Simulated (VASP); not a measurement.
PbI3:

```
Pb I
1.0
     5.36896    0.00000    0.00000
     0.00000    5.36896    0.00000
     0.00000    0.00000    5.36896
Pb I
1 3
Direct
  0.00000 0.00000 0.00000
  0.00000 0.50000 0.50000
  0.50000 0.00000 0.50000
  0.50000 0.50000 0.00000
```

- Program: VASP 6.6.1
- Task: relaxation of cell and atoms
- Functional: PBE
- Potentials or basis: VASP PAW PBE potentials, release 64 (Pb_d, I)
- Cutoff: 600 eV
- k mesh: 10 × 10 × 10
- Occupations: gaussian, width 0.1 eV
- Spin: no spin polarisation

At the start: pressure -1.2 GPa; volume 38.69 Å³/atom.

Q: Where does the relaxation end?

A: Over 3 steps the energy falls by 8.9 meV/atom and the volume is 36.47 Å³/atom (-5.7 %); space group Pm-3m (No. 221, to 0.1 Å) before and after.

The path:
| step | energy change (eV) | largest force (eV/Å) | pressure (GPa) | volume (Å³) |
| --- | --- | --- | --- | --- |
| 1 | 0.0000 | 0.0000 | -1.23 | 154.76 |
| 2 | -0.0331 | 0.0000 | -0.36 | 148.19 |
| 3 | -0.0355 | 0.0000 | 0.02 | 145.88 |

Final structure:
```cif
data_structure
_symmetry_space_group_name_H-M 'P 1'
_symmetry_Int_Tables_number 1
_cell_length_a 5.2642
_cell_length_b 5.2642
_cell_length_c 5.2642
_cell_angle_alpha 90.000
_cell_angle_beta 90.000
_cell_angle_gamma 90.000
_cell_volume 145.88
loop_
_atom_site_label
_atom_site_type_symbol
_atom_site_fract_x
_atom_site_fract_y
_atom_site_fract_z
_atom_site_occupancy
Pb1 Pb 0.00000 0.00000 0.00000 1
I1 I 0.00000 0.50000 0.50000 1
I2 I 0.50000 0.00000 0.50000 1
I3 I 0.50000 0.50000 0.00000 1
```

Caveat: an odd number of electrons without spin polarisation forces a metal; a magnetic or distorted state may lie lower.
